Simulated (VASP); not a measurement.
A run of VASP 6.6.1 is set up as follows.

The input INCAR:

```
SYSTEM = GaN
PREC = Accurate
ENCUT = 520
EDIFF = 1E-6
ISMEAR = -1
SIGMA = 0.02
LREAL = .FALSE.
LASPH = .TRUE.
NELM = 60
ALGO = Normal
ISIF = 2
LWAVE = .FALSE.
LCHARG = .FALSE.
GGA = PE
NBANDS = 16
```

Contents of KPOINTS:

```
Automatic mesh
0
G
  10 10 10
  0 0 0
```

File POSCAR:

```
GaN
1.0
    0.0000000000      2.1814839653      2.1814839653
    2.1814839653      0.0000000000      2.1814839653
    2.1814839653      2.1814839653      0.0000000000
Ga N
1 1
Direct
    0.0000000000      0.0000000000      0.0000000000
    0.2500000000      0.2500000000      0.2500000000
```

Potentials or basis: VASP PAW PBE potentials, release 64 (Ga_d, N).

Run with:

```console
$ cat potpaw_PBE.64/Ga_d/POTCAR potpaw_PBE.64/N/POTCAR > POTCAR
$ mpirun -np 1 vasp_std > vasp.out
```

Problem. What does it give for the band gap on the k mesh?

Solution. 2.35 eV, direct.

Problem. What does it give for the pressure?

Solution. 28.2 GPa.

Caveat: the cell differs from its parent crystal (strain -3.0%).
